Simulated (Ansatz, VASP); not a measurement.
## One calculation of AlN, two programs

```xyz
4
Lattice="3.1999 0.0000 0.0000 -1.5999 2.7712 0.0000 0.0000 0.0000 5.1279" Properties=species:S:1:pos:R:3 pbc="T T T"
Al    1.5999    0.9237    2.5615
Al    0.0000    1.8475    5.1254
N     1.5999    0.9237    4.5151
N     0.0000    1.8475    1.9511
```

Alike in both runs: task single point; functional r2SCAN; k mesh 12 × 12 × 6; occupations gaussian, width 0.02 eV; no spin polarisation.

|  | VASP | Ansatz |
| --- | --- | --- |
| version | VASP 6.6.1 | Ansatz 0.2.0 |
| potentials or method | VASP PAW PBE potentials, release 64 (Al, N), cutoff 520 eV | scalar-relativistic, plane waves, PAW |
| valence electrons in the cell | 16 | 16 |

Ansatz gave:

* gap on the k mesh at the Fermi level (eV): 4.09
* least direct gap on the mesh (eV): 4.09
* pressure (GPa): -15.8
* traceless stress, the component that is largest in VASP (GPa): 0.86

Problem. Which values does VASP return?

Solution. gap on the k mesh at the Fermi level (eV): 4.13; least direct gap on the mesh (eV): 4.13; pressure (GPa): -16.1; traceless stress, the component that is largest in VASP (GPa): 0.88.

VASP's potentials were made for PBE, not for r2SCAN.
